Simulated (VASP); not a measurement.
# TaRu4 (P6_3/mmc) in VASP: further runs, part 2 of 2

VASP 6.6.1. Earlier steps stand in the parts before.

## Step 3: Single point, PBE

This run uses another cell than the first one, of 14.05 Å³/atom.

Input file INCAR:

```
PREC = Accurate
ENCUT = 520
EDIFF = 1E-7
ISMEAR = 0
SIGMA = 0.1
LREAL = F
LASPH = T
NELM = 60
ALGO = Normal
ISIF = 2
LWAVE = F
LCHARG = F
GGA = PE
NBANDS = 78
```

Input file KPOINTS:

```
Automatic mesh
0
Gamma
  6 6 1
```

Input file POSCAR:

```
TaRu4
1.0
    2.7357085100      0.0000000000      0.0000000000
   -1.3678542500      2.3691930600      0.0000000000
    0.0000000000      0.0000000000     21.6745802200
Ta Ru
2 8
Direct
    0.3333333300      0.6666666700      0.7500000000
    0.6666666700      0.3333333300      0.2500000000
    0.3333333300      0.6666666700      0.9500000000
    0.3333333300      0.6666666700      0.1500000000
    0.3333333300      0.6666666700      0.3500000000
    0.3333333300      0.6666666700      0.5500000000
    0.6666666700      0.3333333300      0.8500000000
    0.6666666700      0.3333333300      0.0500000000
    0.6666666700      0.3333333300      0.4500000000
    0.6666666700      0.3333333300      0.6500000000
```

Potentials or basis: VASP PAW PBE potentials, release 64 (Ta_pv, Ru_pv).

On the command line:

```bash
$ cat potpaw_PBE.64/Ta_pv/POTCAR potpaw_PBE.64/Ru_pv/POTCAR > POTCAR
$ mpirun -np 1 vasp_std > vasp.out
```

OUTCAR:

```text
PREC = Accurate
   ENCUT = 520
   EDIFF = 1E-7
   ISMEAR = 0
   LREAL = F
   LASPH = T
   NELM = 60
   ISIF = 2
   GGA = PE

 ion  position               nearest neighbor table
   1  0.333  0.667  0.750-   7 2.68  10 2.68   7 2.68  10 2.68   7 2.68  10 2.68
   2  0.667  0.333  0.250-   4 2.68   5 2.68   4 2.68   5 2.68   4 2.68   5 2.68
   3  0.333  0.667  0.950-   8 2.68   7 2.68   8 2.68   7 2.68   8 2.68   7 2.68
   4  0.333  0.667  0.150-   2 2.68   8 2.68   2 2.68   8 2.68   2 2.68   8 2.68
   5  0.333  0.667  0.350-   2 2.68   9 2.68   2 2.68   9 2.68   2 2.68   9 2.68
   6  0.333  0.667  0.550-   9 2.68  10 2.68   9 2.68  10 2.68   9 2.68  10 2.68
   7  0.667  0.333  0.850-   1 2.68   3 2.68   1 2.68   3 2.68   1 2.68   3 2.68
   8  0.667  0.333  0.050-   3 2.68   4 2.68   3 2.68   4 2.68   3 2.68   4 2.68
   9  0.667  0.333  0.450-   6 2.68   5 2.68   6 2.68   5 2.68   6 2.68   5 2.68
  10  0.667  0.333  0.650-   1 2.68   6 2.68   1 2.68   6 2.68   1 2.68   6 2.68

  LATTYP: Found a hexagonal cell.
 ALAT       =     2.7357085100
 C/A-ratio  =     7.9228397838

  Lattice vectors:

 A1 = (   2.7357085100,   0.0000000000,   0.0000000000)
 A2 = (  -1.3678542500,   2.3691930600,   0.0000000000)
 A3 = (   0.0000000000,   0.0000000000,  21.6745802200)

Analysis of symmetry for initial positions (statically):
=====================================================================
 Subroutine PRICEL returns:
 Original cell was already a primitive cell.

 Routine SETGRP: Setting up the symmetry group for a
 hexagonal supercell.

 Subroutine GETGRP returns: Found 24 space group operations
 (whereof 12 operations were pure point group operations)
 out of a pool of 24 trial point group operations.

The static configuration has the point symmetry D_3d.
 The point group associated with its full space group is D_6h.

Analysis of symmetry for dynamics (positions and initial velocities):
=====================================================================
 Subroutine PRICEL returns:
 Original cell was already a primitive cell.

 Routine SETGRP: Setting up the symmetry group for a
 hexagonal supercell.

 Subroutine GETGRP returns: Found 24 space group operations
 (whereof 12 operations were pure point group operations)
 out of a pool of 24 trial point group operations.

The dynamic configuration has the point symmetry D_3d.
 The point group associated with its full space group is D_6h.

 Subroutine INISYM returns: Found 24 space group operations
 (whereof 12 operations are pure point group operations),
 and found     1 'primitive' translations

----------------------------------------------------------------------------------------

                                     Primitive cell

  volume of cell :     140.4821

  direct lattice vectors                    reciprocal lattice vectors
     2.735708510  0.000000000  0.000000000     0.365536020  0.211042319  0.000000000
    -1.367854250  2.369193060  0.000000000     0.000000000  0.422084640  0.000000000
     0.000000000  0.000000000 21.674580220     0.000000000  0.000000000  0.046136995

  length of vectors
     2.735708510  2.735708501 21.674580220     0.422084639  0.422084640  0.046136995

  position of ions in fractional coordinates (direct lattice)
[... 58 lines left out ...]
  0.333333  0.333333  0.000000      2.000000
   k-points           NKPTS =      7   k-points in BZ     NKDIM =      7   number of bands    NBANDS=     78
   number of dos      NEDOS =    301   number of ions     NIONS =     10
   total plane-waves  NPLWV =  64800
   dimension x,y,z NGX =    20 NGY =   20 NGZ =  162
   dimension x,y,z NGXF=    40 NGYF=   40 NGZF=  324
   ions per type =               2   8
   NGX,Y,Z   is equivalent  to a cutoff of  12.15, 12.15, 12.43 a.u.
   NGXF,Y,Z  is equivalent  to a cutoff of  24.31, 24.31, 24.85 a.u.
 SYSTEM =  unknown system
   PREC   = accura    normal or accurate (medium, high low for compatibility)
   ISTART =      0    job   : 0-new  1-cont  2-samecut
   ICHARG =      2    charge: 1-file 2-atom 10-const
   ISPIN  =      1    spin polarized calculation?
   LNONCOLLINEAR =      F non collinear calculations
   LSORBIT =      F    spin-orbit coupling
   LASPH  =      T    aspherical Exc in radial PAW
   ENCUT  =  520.0 eV  38.22 Ry    6.18 a.u.   5.09  5.09 40.30*2*pi/ulx,y,z
   NELM   =     60;   NELMIN=  2; NELMDL= -5     # of ELM steps
   EDIFF  = 0.1E-06   stopping-criterion for ELM
   LREAL  =      F    real-space projection
   EDIFFG = 0.1E-05   stopping-criterion for IOM
   NSW    =      0    number of steps for IOM
   IBRION =     -1    ionic relax: 0-MD 1-quasi-New 2-CG
   NFREE  =      0    steps in history (QN), initial steepest desc. (CG)
   ISIF   =      2    stress and relaxation
   ISYM   =      2    0-nonsym 1-usesym 2-fastsym
   POTIM  = 0.5000    time-step for ionic-motion
   TEBEG  =    0.0;   TEEND  =   0.0 temperature during run
   PSTRESS=    0.0 pullay stress
   NELECT =     134.0000    total number of electrons
   NUPDOWN=      -1.0000    fix difference up-down
   EMIN   =  10.00;   EMAX   =-10.00  energy-range for DOS
   EFERMI =   0.00;   METHOD = LEGACY
   ISMEAR =     0;   SIGMA  =   0.10  broadening in eV -4-tet -1-fermi 0-gaus
   EFERMI_NEDOS =   21; number of points for ismear=-14 and -15
   IALGO  =     38    algorithm
   IMIX   =      4    mixing-type and parameters
     AMIX     =   0.40;   BMIX     =  1.00
     AMIX_MAG =   1.60;   BMIX_MAG =  1.00
  volume/ion in A,a.u.               =      14.05        94.80
  Fermi-wavevector in a.u.,A,eV,Ry     =   1.611522  3.045334 35.334352  2.597002
  Thomas-Fermi vector in A             =   2.706898
   LORBIT       =      0    0 simple, 1 ext, 2 COOP (PROOUT), +10 PAW based schemes
   GGA     = PE    functional components
   LHFCALC =     F    Hartree Fock is set to
   AEXX    =    0.0000 exact exchange contribution
   IVDW    =     0    specifies the selected vdW correction
   LEPSILON=     F    determine dielectric tensor
   LRPA    =     F    only Hartree local field effects (RPA)
 non-spin polarized calculation
 Gauss-broadening in eV      SIGMA  =   0.10
  energy-cutoff  :      520.00
  volume of cell :      140.48
 maximum number of plane-waves:      3819
   NGX = 11   NGY = 11   NGZ = 81

 number of electron     134.0000010 magnetization

 Free energy of the ion-electron system (eV)
  ---------------------------------------------------
  ext. energy  EPLUGINS =         0.00000000
  ---------------------------------------------------
  free energy    TOTEN  =       -96.21151104 eV

  energy without entropy =      -96.15303208  energy(sigma->0) =      -96.18227156

 E-fermi :  11.3895     XC(G=0): -13.9153

 val. band max:       11.3535275944   @ k =   0.0000   0.0000   0.0000
 cond. band min:      11.3944785013   @ k =   0.3333   0.0000   0.0000
 fundamental gap:      0.0409509069
 Fermi energy:        11.3895180955

 k-point     1 :       0.0000    0.0000    0.0000
  band No.  band energies     occupation
      1     -32.0320      2.00000
      2     -32.0296      2.00000
      3     -31.6481      2.00000
      4     -31.6389      2.00000
      5     -31.3541      2.00000
      6     -31.3541      2.00000
[... 556 lines left out ...]
     77      13.8004      0.00000
     78      14.2924      0.00000

------------------------ aborting loop because EDIFF is reached ----------------------------------------

  FORCE on cell =-STRESS in cart. coord.  units (eV):
  Direction    XX          YY          ZZ          XY          YZ          ZX
  --------------------------------------------------------------------------------------
  -------------------------------------------------------------------------------------
  Total       11.4229495     11.4229495     14.2222022      0.0000000      0.0000000      0.0000000
  in kB      130.2770371    130.2770363    162.2020969      0.0000003      0.0000000      0.0000000
  external PRESSURE =     140.9187234 kB  Pullay stress =       0.0000000 kB

 VOLUME and BASIS-vectors are now :
 -----------------------------------------------------------------------------
  energy-cutoff  :      520.00
  volume of cell :      140.48
      direct lattice vectors                 reciprocal lattice vectors
     2.735708510  0.000000000  0.000000000     0.365536020  0.211042319  0.000000000
    -1.367854250  2.369193060  0.000000000     0.000000000  0.422084640  0.000000000
     0.000000000  0.000000000 21.674580220     0.000000000  0.000000000  0.046136995

 POSITION                                       TOTAL-FORCE (eV/Angst)
 -----------------------------------------------------------------------------------
     -0.00000      1.57946     16.25594        -0.000000     -0.000000      0.000000
      1.36785      0.78973      5.41865         0.000000      0.000000      0.000000
     -0.00000      1.57946     20.59085         0.000000      0.000000      0.479484
     -0.00000      1.57946      3.25119         0.000000     -0.000000     -1.755759
     -0.00000      1.57946      7.58610         0.000000     -0.000000      1.755759
     -0.00000      1.57946     11.92102        -0.000000      0.000000     -0.479484
      1.36785      0.78973     18.42339        -0.000000      0.000000      1.755759
      1.36785      0.78973      1.08373         0.000000     -0.000000     -0.479484
      1.36785      0.78973      9.75356        -0.000000     -0.000000      0.479484
      1.36785      0.78973     14.08848         0.000000     -0.000000     -1.755759
 -----------------------------------------------------------------------------------
    total drift:                               -0.000019      0.000011     -0.000002

  FREE ENERGIE OF THE ION-ELECTRON SYSTEM (eV)
  ---------------------------------------------------
  free  energy   TOTEN  =       -96.2115110408 eV

  energy  without entropy=      -96.1530320802  energy(sigma->0) =      -96.18227156
```

Wall time 70 s (1 thread of Intel Xeon 6975P-C (Granite Rapids), shared host); peak memory 0.26 GiB.

Results:

```yaml
Free_energy: -96.2115 eV
Pressure: 14.1 GPa
Largest_force: 1.756 eV/Å
Band_gap_on_the_k_mesh: zero (bands 67 and 68 overlap by 2.16 eV)
```

Forces on the atoms (eV/Å):
```
Ta   0.000  0.000  0.000
Ta   0.000  0.000  0.000
Ru   0.000  0.000  0.479
Ru   0.000  0.000 -1.756
Ru   0.000  0.000  1.756
Ru   0.000  0.000 -0.479
Ru   0.000  0.000  1.756
Ru   0.000  0.000 -0.479
Ru   0.000  0.000  0.479
Ru   0.000  0.000 -1.756
```

Caveat: the k points lie up to 0.44 Å⁻¹ apart, too coarse for converged energies and pressures of a metal; spin-orbit coupling is left out, which moves the levels of the heavy elements; forces of over 1 eV/Å act on the atoms, so gaps and moduli don't describe the material at rest.
